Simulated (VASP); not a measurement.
Write the native input for VASP 6.6.1 that does the following.

- Task: single point
- Functional: PBE
- Potentials or basis: VASP PAW PBE potentials, release 64 (Zn)
- Cutoff: 520 eV
- k mesh: 7 × 7 × 4
- Occupations: tetrahedron
- Spin: no spin polarisation
- Dipole correction: no
- Further INCAR settings: ALGO = Normal; EDIFF = 1e-06; NBANDS = 19

The structure of Zn lies in POSCAR:

```
Zn
1.0
    1.4818690000      2.5666710000      0.0000000000
   -1.4818690000      2.5666710000      0.0000000000
    0.0000000000      0.0000000000      4.6531370000
Zn
2
Direct
    0.3333300000      0.3333400000      0.2500000000
    0.6666600000      0.6666700000      0.7500000000
```

One way to write it, as run:

INCAR

```
PREC     = Accurate       # precision mode
ENCUT    = 520            # plane-wave cutoff, eV
EDIFF    = 1E-6           # SCF threshold, eV
ISMEAR   = -5             # smearing method
SIGMA    = 0.1            # smearing width, eV
LREAL    = F              # projectors in reciprocal space
LASPH    = T              # aspherical terms in the spheres
NELM     = 100            # most SCF steps
ALGO     = Normal         # electronic algorithm
ISIF     = 2              # what is computed and relaxed
LWAVE    = F              # write WAVECAR
LCHARG   = F              # write CHGCAR
GGA      = PE             # functional
NBANDS   = 19             # bands
```

KPOINTS

```
regular mesh
0
Gamma
  7 7 4
```

Potentials or basis: VASP PAW PBE potentials, release 64 (Zn).

The run is started by

```bash
$ cat potpaw_PBE.64/Zn/POTCAR > POTCAR
$ mpirun -np 1 vasp_std > vasp.out
```

Results of the run:

| Quantity | Value |
| --- | --- |
| Pressure | -8.7 GPa |
| Band gap on the k mesh | zero (bands 12 and 13 overlap by 2.44 eV) |

Caveat: the cell stands under tension; tetrahedron occupations give inexact forces and stress in metals.

It took 44 s on 1 thread of Intel Xeon 8259CL, with other jobs on the host, peak memory 0.16 GiB.
